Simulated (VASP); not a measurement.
Set up this calculation in VASP 6.6.1, as the native input.

- Task: single point
- Functional: PBEsol
- Potentials or basis: VASP PAW PBE potentials, release 64 (Ca_sv, O)
- Cutoff: 520 eV
- k mesh: 10 × 10 × 10
- Occupations: fermi-dirac, width 0.05 eV
- Spin: no spin polarisation
- Dipole correction: no
- Further INCAR settings: ALGO = Normal; EDIFF = 1e-06; NBANDS = 15

The structure of CaO lies in POSCAR:

```
CaO
1.0
    0.0000000000      2.4194737473      2.4194737473
    2.4194737473      0.0000000000      2.4194737473
    2.4194737473      2.4194737473      0.0000000000
Ca O
1 1
Direct
    0.0000000000      0.0000000000      0.0000000000
    0.5000000000      0.5000000000      0.5000000000
```

One way to write it, as run:

INCAR

```
SYSTEM = CaO
PREC = Accurate
ENCUT = 520
EDIFF = 1E-6
ISMEAR = -1
SIGMA = 0.05
LREAL = .FALSE.
LASPH = .TRUE.
NELM = 100
ALGO = Normal
ISIF = 2
LWAVE = .FALSE.
LCHARG = .FALSE.
GGA = PS
NBANDS = 15
```

KPOINTS

```
Automatic mesh
0
G
  10 10 10
  0 0 0
```

Potentials or basis: VASP PAW PBE potentials, release 64 (Ca_sv, O).

The run is started by

```console
$ cat potpaw_PBE.64/Ca_sv/POTCAR potpaw_PBE.64/O/POTCAR > POTCAR
$ mpirun -np 1 vasp_std > vasp.out
```

It gave:

* Pressure: -4.2 GPa
* Band gap on the k mesh: 3.54 eV (least direct gap 3.93 eV)

Caveat: the cell stands under tension; the PAW data sets were made with another functional, which shifts forces and pressure a little.

Wall time 14 s on 1 thread of Intel(R) Xeon(R) Platinum 8488C (Sapphire Rapids), on a shared host, peak memory 0.16 GiB.
